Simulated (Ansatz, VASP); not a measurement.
**Se: VASP beside Ansatz**

INCAR

```
SYSTEM = Se
  PREC = Accurate
  ENCUT = 520
  EDIFF = 1E-6
  ISMEAR = 0
  SIGMA = 0.1
  LREAL = .FALSE.
  LASPH = .TRUE.
  NELM = 80
  ALGO = Normal
  ISIF = 2
  LWAVE = .FALSE.
  LCHARG = .FALSE.
  GGA = PS
  NBANDS = 9
```

KPOINTS

```
regular mesh
0
G
  18 18 18
  0 0 0
```

File POSCAR:

```
Se
1.0
   -1.7304312410      1.7304312410      1.7304312410
    1.7304312410     -1.7304312410      1.7304312410
    1.7304312410      1.7304312410     -1.7304312410
Se
1
Direct
    0.0000000000      0.0000000000      0.0000000000
```

Input for Ansatz:

```yaml
crystal:
  lattice:
    - [-1.730431241, 1.730431241, 1.730431241]
    - [1.730431241, -1.730431241, 1.730431241]
    - [1.730431241, 1.730431241, -1.730431241]
  atoms:
    - { symbol: Se, position: [0.0, 0.0, 0.0] }
basis:
  ecutwfc: 420
kpoints:
  mp_grid: { grid: [18, 18, 18] }
hamiltonian:
  xc: pbesol
scf:
  occupations: { method: gaussian, width: 0.1 }
output:
  forces: true
  stress: true
  eigenvalues: true
```

Alike in both runs: task single point; functional PBEsol; k mesh 18 × 18 × 18; occupations gaussian, width 0.1 eV; no spin polarisation.

|  | VASP | Ansatz |
| --- | --- | --- |
| version | VASP 6.6.1 | Ansatz 0.2.0 |
| potentials or method | VASP PAW PBE potentials, release 64 (Se), cutoff 520 eV | scalar-relativistic, plane waves, PAW |
| valence electrons in the cell | 6 | 16 |

Ansatz gave:

* gap on the k mesh at the Fermi level (eV): none
* pressure (GPa): -5.4

Q: Estimate VASP's values.

A: gap on the k mesh at the Fermi level (eV): none; pressure (GPa): -5.3.

VASP's potentials were made for PBE, not for PBEsol. A gap of «none» marks a metal or a gap that the smearing closes. VASP's potentials hold 6 valence electrons a cell and Ansatz's 16, so a difference there can come from the potentials and not from the codes.
